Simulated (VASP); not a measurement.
# Pt (P6_3/mmc) in VASP: single point with PBE

Aim: the single point of Pt with PBE.

Program: VASP 6.6.1. These are calculated values, not measurements. Logs are shortened: lines on timing, memory, paths and dates and some standing lists are left out, and cuts for length are marked.

## (1) The cell of the first run

It takes space group P6_3/mmc (No. 194, hexagonal). The conventional cell has a = 2.761 Å, b = 2.761 Å, c = 4.792 Å, α = 90.00°, β = 90.00°, γ = 120.00°. Within 3.6 Å of Pt (site symmetry -6m2) lie 12 Pt at 2.76 to 2.88 Å.

This isn't the form of Pt at room conditions, which is fcc.

## (2) Single point, PBE, collinear spin

Input file POSCAR:

```
Pt
1.0
    2.7606656158      0.0000000000      0.0000000000
   -1.3803328079      2.3908065546      0.0000000000
    0.0000000000      0.0000000000      4.7921340000
Pt
2
Direct
    0.6666666667      0.3333333333      0.7500000000
    0.3333333333      0.6666666667      0.2500000000
```

Input file INCAR.step1:

```
PREC = Accurate
ENCUT = 520
EDIFF = 1E-7
ISMEAR = -1
SIGMA = 0.03
LREAL = False
LASPH = True
NELM = 150
ALGO = Normal
ISIF = 2
LWAVE = False
LCHARG = True
ISPIN = 2
MAGMOM = 0.6 0.6
LMAXMIX = 4
GGA = PE
NBANDS = 21
```

Input file KPOINTS.step1:

```
regular mesh
0
Gamma
  12 12 6
```

Input file INCAR.step2:

```
PREC = Accurate
ENCUT = 520
EDIFF = 1E-7
ISMEAR = -5
SIGMA = 0.03
LREAL = False
LASPH = True
NELM = 150
ALGO = Normal
ISIF = 2
LWAVE = False
LCHARG = False
ISPIN = 2
MAGMOM = 0.6 0.6
LORBIT = 11
LMAXMIX = 4
GGA = PE
NBANDS = 21
NEDOS = 2001
ICHARG = 11
```

Input file KPOINTS.step2:

```
regular mesh
0
Gamma
  18 18 9
```

Potentials or basis: VASP PAW PBE potentials, release 64 (Pt).

Started as:

```console
$ cat potpaw_PBE.64/Pt/POTCAR > POTCAR
$ cp INCAR.step1 INCAR
$ cp KPOINTS.step1 KPOINTS
$ mpirun -np 1 vasp_std > vasp.out
$ cp INCAR.step2 INCAR
$ cp KPOINTS.step2 KPOINTS
$ mpirun -np 1 vasp_std > vasp.out
```

OUTCAR:

```text
PREC = Accurate
   ENCUT = 520
   EDIFF = 1E-7
   ISMEAR = -5
   LREAL = False
   LASPH = True
   NELM = 150
   ISIF = 2
   ISPIN = 2
   LORBIT = 11
   GGA = PE
   ICHARG = 11

 ion  position               nearest neighbor table
   1  0.667  0.333  0.750-   2 2.88   2 2.88   2 2.88   2 2.88   2 2.88   2 2.88
   2  0.333  0.667  0.250-   1 2.88   1 2.88   1 2.88   1 2.88   1 2.88   1 2.88

  LATTYP: Found a hexagonal cell.
 ALAT       =     2.7606656158
 C/A-ratio  =     1.7358618054

  Lattice vectors:

 A1 = (   2.7606656158,   0.0000000000,   0.0000000000)
 A2 = (  -1.3803328079,   2.3908065546,   0.0000000000)
 A3 = (   0.0000000000,   0.0000000000,   4.7921340000)

Analysis of symmetry for initial positions (statically):
=====================================================================
 Subroutine PRICEL returns:
 Original cell was already a primitive cell.

 Routine SETGRP: Setting up the symmetry group for a
 hexagonal supercell.

 Subroutine GETGRP returns: Found 24 space group operations
 (whereof 12 operations were pure point group operations)
 out of a pool of 24 trial point group operations.

The static configuration has the point symmetry D_3d.
 The point group associated with its full space group is D_6h.

Analysis of symmetry for dynamics (positions and initial velocities):
=====================================================================
 Subroutine PRICEL returns:
 Original cell was already a primitive cell.

 Routine SETGRP: Setting up the symmetry group for a
 hexagonal supercell.

 Subroutine GETGRP returns: Found 24 space group operations
 (whereof 12 operations were pure point group operations)
 out of a pool of 24 trial point group operations.

The dynamic configuration has the point symmetry D_3d.
 The point group associated with its full space group is D_6h.

Analysis of structural, dynamic, and magnetic symmetry:
=====================================================================
 Subroutine PRICEL returns:
 Original cell was already a primitive cell.

 Routine SETGRP: Setting up the symmetry group for a
 hexagonal supercell.

 Subroutine GETGRP returns: Found 24 space group operations
 (whereof 12 operations were pure point group operations)
 out of a pool of 24 trial point group operations.

The overall configuration has the point symmetry D_3d.
 The point group associated with its full space group is D_6h.

 Subroutine INISYM returns: Found 24 space group operations
 (whereof 12 operations are pure point group operations),
 and found     1 'primitive' translations

----------------------------------------------------------------------------------------

                                     Primitive cell

  volume of cell :      31.6291

  direct lattice vectors                    reciprocal lattice vectors
     2.760665616  0.000000000  0.000000000     0.362231483  0.209134444  0.000000000
    -1.380332808  2.390806555  0.000000000     0.000000000  0.418268888  0.000000000
     0.000000000  0.000000000  4.792134000     0.000000000  0.000000000  0.208675300

  length of vectors
     2.760665616  2.760665616  4.792134000     0.418268888  0.418268888  0.208675300

  position of ions in fractional coordinates (direct lattice)
     0.666666667  0.333333333  0.750000000
     0.333333333  0.666666667  0.250000000

  ion indices of the primitive-cell ions
   primitive index   ion index
                 1           1
                 2           2

----------------------------------------------------------------------------------------

 KPOINTS: regular mesh

Automatic generation of k-mesh.
 Grid dimensions read from file:
 generate k-points for:   18   18    9

 Generating k-lattice:

  Cartesian coordinates                     Fractional coordinates (reciprocal lattice)
     0.020123971  0.011618580  0.000000000     0.055555556  0.000000000  0.000000000
     0.000000000  0.023237160  0.000000000     0.000000000  0.055555556  0.000000000
     0.000000000  0.000000000  0.023186144     0.000000000  0.000000000  0.111111111

  Length of vectors
     0.023237160  0.023237160  0.023186144

  Shift w.r.t. Gamma in fractional coordinates (k-lattice)
     0.000000000  0.000000000  0.000000000

 TETIRR: Found   2805 inequivalent tetrahedra from    17496

 Subroutine IBZKPT returns following result:
 ===========================================

 Found    185 irreducible k-points:

 Following reciprocal coordinates:
            Coordinates               Weight
  0.000000  0.000000  0.000000      1.000000
  0.055556 -0.000000  0.000000      6.000000
  0.111111 -0.000000  0.000000      6.000000
  0.166667  0.000000  0.000000      6.000000
  0.222222 -0.000000  0.000000      6.000000
  0.277778  0.000000  0.000000      6.000000
[... 16 lines left out ...]
  0.333333  0.111111  0.000000     12.000000
  0.388889  0.111111  0.000000     12.000000
 [... further k-points ...]
   k-points           NKPTS =    185   k-points in BZ     NKDIM =    185   number of bands    NBANDS=     21
   number of dos      NEDOS =   2001   number of ions     NIONS =      2
   total plane-waves  NPLWV =  20736
   dimension x,y,z NGX =    24 NGY =   24 NGZ =   36
   dimension x,y,z NGXF=    48 NGYF=   48 NGZF=   72
   ions per type =               2
   NGX,Y,Z   is equivalent  to a cutoff of  14.45, 14.45, 12.49 a.u.
   NGXF,Y,Z  is equivalent  to a cutoff of  28.91, 28.91, 24.98 a.u.
 SYSTEM =  unknown system
   PREC   = accura    normal or accurate (medium, high low for compatibility)
   ISTART =      0    job   : 0-new  1-cont  2-samecut
   ICHARG =     11    charge: 1-file 2-atom 10-const
   ISPIN  =      2    spin polarized calculation?
   LNONCOLLINEAR =      F non collinear calculations
   LSORBIT =      F    spin-orbit coupling
   LASPH  =      T    aspherical Exc in radial PAW
   ENCUT  =  520.0 eV  38.22 Ry    6.18 a.u.   5.13  5.13  8.91*2*pi/ulx,y,z
   NELM   =    150;   NELMIN=  2; NELMDL=  0     # of ELM steps
   EDIFF  = 0.1E-06   stopping-criterion for ELM
   LREAL  =      F    real-space projection
   EDIFFG = 0.1E-05   stopping-criterion for IOM
   NSW    =      0    number of steps for IOM
   IBRION =     -1    ionic relax: 0-MD 1-quasi-New 2-CG
   NFREE  =      0    steps in history (QN), initial steepest desc. (CG)
   ISIF   =      2    stress and relaxation
   ISYM   =      2    0-nonsym 1-usesym 2-fastsym
   POTIM  = 0.5000    time-step for ionic-motion
   TEBEG  =    0.0;   TEEND  =   0.0 temperature during run
   PSTRESS=    0.0 pullay stress
   NELECT =      20.0000    total number of electrons
   NUPDOWN=      -1.0000    fix difference up-down
   EMIN   =  10.00;   EMAX   =-10.00  energy-range for DOS
   EFERMI =   0.00;   METHOD = LEGACY
   ISMEAR =    -5;   SIGMA  =   0.03  broadening in eV -4-tet -1-fermi 0-gaus
   EFERMI_NEDOS =   21; number of points for ismear=-14 and -15
   IALGO  =     38    algorithm
   IMIX   =      4    mixing-type and parameters
     AMIX     =   0.40;   BMIX     =  1.00
     AMIX_MAG =   1.60;   BMIX_MAG =  1.00
  volume/ion in A,a.u.               =      15.81       106.72
  Fermi-wavevector in a.u.,A,eV,Ry     =   1.405149  2.655347 26.863944  1.974444
  Thomas-Fermi vector in A             =   2.527639
   LORBIT       =     11    0 simple, 1 ext, 2 COOP (PROOUT), +10 PAW based schemes
   GGA     = PE    functional components
   LHFCALC =     F    Hartree Fock is set to
   AEXX    =    0.0000 exact exchange contribution
   IVDW    =     0    specifies the selected vdW correction
   LEPSILON=     F    determine dielectric tensor
   LRPA    =     F    only Hartree local field effects (RPA)
 spin polarized calculation
 Fermi weights with tetrahedron method with Bloechl corrections
  energy-cutoff  :      520.00
  volume of cell :       31.63
 maximum number of plane-waves:       864
 NGX is ok and might be reduce to    24

 number of electron      20.0000004 magnetization      -0.0000352

 Free energy of the ion-electron system (eV)
  ---------------------------------------------------
  ext. energy  EPLUGINS =         0.00000000
  ---------------------------------------------------
  free energy    TOTEN  =       -12.08174847 eV

  energy without entropy =      -12.08174847  energy(sigma->0) =      -12.08174847

 E-fermi :  10.3478     XC(G=0): -13.2014

 val. band max:       10.3703189008   @ k =   0.5000   0.0000   0.3333
 cond. band min:      10.1284551978   @ k =   0.0000   0.0000   0.0000
 fundamental gap:     -0.2418637030
 Fermi energy:        10.3477842897

 spin component 1

 k-point     1 :       0.0000    0.0000    0.0000
  band No.  band energies     occupation
      1       0.6776      1.00000
      2       3.3150      1.00000
      3       6.4285      1.00000
      4       6.9431      1.00000
      5       6.9431      1.00000
      6       7.3057      1.00000
[... 13 lines left out ...]
     20      32.7445      0.00000
     21      34.1132      0.00000
[... 529 lines left out ...]
 k-point    24 :       0.3889    0.1111    0.0000
  band No.  band energies     occupation
      1       4.2998      1.00000
      2       4.3881      1.00000
      3       4.8392      1.00000
      4       6.9420      1.00000
      5       7.1330      1.00000
      6       7.2085      1.00000
[... 13 lines left out ...]
     20      32.9211      0.00000
     21      34.5095      0.00000

 [... further k-points ...]

 spin component 2

 k-point     1 :       0.0000    0.0000    0.0000
  band No.  band energies     occupation
      1       0.6776      1.00000
      2       3.3150      1.00000
      3       6.4285      1.00000
      4       6.9430      1.00000
      5       6.9430      1.00000
      6       7.3057      1.00000
[... 13 lines left out ...]
     20      32.7445      0.00000
     21      34.1133      0.00000
[... 529 lines left out ...]
 k-point    24 :       0.3889    0.1111    0.0000
  band No.  band energies     occupation
      1       4.2998      1.00000
      2       4.3881      1.00000
      3       4.8392      1.00000
      4       6.9420      1.00000
      5       7.1329      1.00000
      6       7.2085      1.00000
[... 13 lines left out ...]
     20      32.9211      0.00000
     21      34.5095      0.00000

 [... further k-points ...]

------------------------ aborting loop because EDIFF is reached ----------------------------------------

  FORCE on cell =-STRESS in cart. coord.  units (eV):
  Direction    XX          YY          ZZ          XY          YZ          ZX
  --------------------------------------------------------------------------------------
  -------------------------------------------------------------------------------------
  Total       -0.1921612     -0.1921612     -0.3452112      0.0000000     -0.0000000      0.0000000
  in kB       -9.7339492     -9.7339492    -17.4867183      0.0000000     -0.0000000      0.0000000
  external PRESSURE =     -12.3182056 kB  Pullay stress =       0.0000000 kB

 VOLUME and BASIS-vectors are now :
 -----------------------------------------------------------------------------
  energy-cutoff  :      520.00
  volume of cell :       31.63
      direct lattice vectors                 reciprocal lattice vectors
     2.760665616  0.000000000  0.000000000     0.362231483  0.209134444  0.000000000
    -1.380332808  2.390806555  0.000000000     0.000000000  0.418268888  0.000000000
     0.000000000  0.000000000  4.792134000     0.000000000  0.000000000  0.208675300

 POSITION                                       TOTAL-FORCE (eV/Angst)
 -----------------------------------------------------------------------------------
      1.38033      0.79694      3.59410         0.000000     -0.000000      0.000000
     -0.00000      1.59387      1.19803        -0.000000      0.000000      0.000000
 -----------------------------------------------------------------------------------
    total drift:                               -0.000000      0.000000     -0.000000

  FREE ENERGIE OF THE ION-ELECTRON SYSTEM (eV)
  ---------------------------------------------------
  free  energy   TOTEN  =       -12.0817484679 eV

  energy  without entropy=      -12.0817484679  energy(sigma->0) =      -12.08174847

 total charge

# of ion       s       p       d       tot
------------------------------------------
    1        0.616   0.555   8.019   9.191
    2        0.616   0.555   8.019   9.191
--------------------------------------------------
tot          1.232   1.111  16.038  18.381

 magnetization (x)

# of ion       s       p       d       tot
------------------------------------------
    1       -0.000   0.000  -0.000  -0.000
    2       -0.000   0.000  -0.000  -0.000
--------------------------------------------------
tot         -0.000   0.000  -0.000  -0.000
```

Wall time 2.5 min (1 thread of Intel Xeon Platinum 8488C (Sapphire Rapids), shared host); peak memory 0.29 GiB.

Results:

```yaml
Net_moment: 0.00 μB per cell
Valence_electrons_inside_the_program's_atomic_spheres: Pt 9.19
```

Levels at points of the mesh, in eV from the Fermi level:
Spin up:
| k point | band 7 | band 8 | band 9 | band 10 | band 11 | band 12 | band 13 | band 14 |
| --- | --- | --- | --- | --- | --- | --- | --- | --- |
| (0.00, 0.00, 0.00) | -3.04 | -1.79 | -1.79 | -0.70 | -0.22 | -0.22 | 4.67 | 15.13 |
| (0.50, 0.00, 0.00) | -2.57 | 0.00 | 0.29 | 0.49 | 2.27 | 3.74 | 7.27 | 8.83 |
Spin down:
| k point | band 6 | band 7 | band 8 | band 9 | band 10 | band 11 | band 12 | band 13 | band 14 | band 15 |
| --- | --- | --- | --- | --- | --- | --- | --- | --- | --- | --- |
| (0.00, 0.00, 0.00) | -3.04 | -3.04 | -1.79 | -1.79 | -0.70 | -0.22 | -0.22 | 4.67 | 15.13 | 15.69 |
| (0.50, 0.00, 0.00) | -2.91 | -2.57 | 0.00 | 0.29 | 0.49 | 2.27 | 3.74 | 7.27 | 8.83 | 9.51 |

Caveat: spin-orbit coupling is left out, which moves the levels of the heavy elements.
